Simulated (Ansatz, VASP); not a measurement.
**One calculation of PbS, two programs**

File POSCAR:

```
PbS
1.0
    2.9546833661     -2.9689122510      0.2885226881
    2.9546833661      2.9689122510      0.2885226881
   -0.5835746326      0.0000000000      5.9261866124
Pb S
2 2
Direct
    0.7499847761      0.7499847761      0.7500021470
    0.2500152239      0.2500152239      0.2499978530
    0.2500781931      0.2500781931      0.7500270770
    0.7499218069      0.7499218069      0.2499729230
```

The input INCAR.step1:

```
PREC = Accurate
ENCUT = 520
ISMEAR = 0
SIGMA = 0.01
LREAL = F
LASPH = T
NELM = 60
NBANDS = 28
GGA = PE
ALGO = Normal
EDIFF = 1E-4
LWAVE = T
LCHARG = F
```

Contents of INCAR.step2:

```
PREC = Accurate
ENCUT = 520
EDIFF = 1E-6
ISMEAR = 0
SIGMA = 0.01
LREAL = F
LASPH = T
NELM = 60
ALGO = Normal
ISIF = 2
LWAVE = F
LCHARG = T
METAGGA = R2SCAN
LMIXTAU = T
LELF = T
LVHAR = T
NBANDS = 28
ISTART = 1
```

File KPOINTS:

```
Automatic mesh
0
Gamma
  6 6 4
```

Input for Ansatz:

```yaml
crystal:
  lattice:
    - [2.9546833661, -2.968912251, 0.2885226881]
    - [2.9546833661, 2.968912251, 0.2885226881]
    - [-0.5835746326, 0.0, 5.9261866124]
  atoms:
    - { symbol: Pb, position: [0.7499847761, 0.7499847761, 0.750002147] }
    - { symbol: Pb, position: [0.2500152239, 0.2500152239, 0.249997853] }
    - { symbol: S, position: [0.2500781931, 0.2500781931, 0.750027077] }
    - { symbol: S, position: [0.7499218069, 0.7499218069, 0.249972923] }
kpoints:
  mp_grid: { grid: [6, 6, 4] }
  band_path:
    path:
      - [0.0, 0.0, 0.0]
      - [0.0, 0.0, 0.5]
      - [-0.4998260727, 0.4998260727, 0.5]
      - [-0.5, 0.5, 0.0]
      - [-0.5, 0.0, 0.5]
      - [-0.5, 0.0, 0.0]
      - [0.0, 0.5, 0.5]
    npoints: 1
hamiltonian:
  xc: r2scan
scf:
  occupations: { method: fixed }
  n_extra_bands: 5
output:
  forces: true
  stress: true
  eigenvalues: true
  write_density: true
  write_potential: true
  elf: true
  volumetric_format: npy
```

Alike in both runs: task single point; functional r2SCAN; k mesh 6 × 6 × 4; no spin polarisation.

|  | VASP | Ansatz |
| --- | --- | --- |
| version | VASP 6.6.1 | Ansatz 0.2.0 |
| potentials or method | VASP PAW PBE potentials, release 64 (Pb_d, S) | plane waves, PAW |
| plane-wave cutoff (eV) | 520 | 500 |
| occupations | gaussian, width 0.01 eV | fixed |
| valence electrons in the cell | 40 | 40 |

|  | VASP | Ansatz | Ansatz less VASP |
| --- | --- | --- | --- |
| gap on the k mesh at the Fermi level (eV) | 0.64 | 0.63 | -0.010 |
| pressure (GPa) | 1.0 | 1.0 | +0.02 |

VASP's potentials were made for PBE, not for r2SCAN.

Spin-orbit coupling is off throughout.
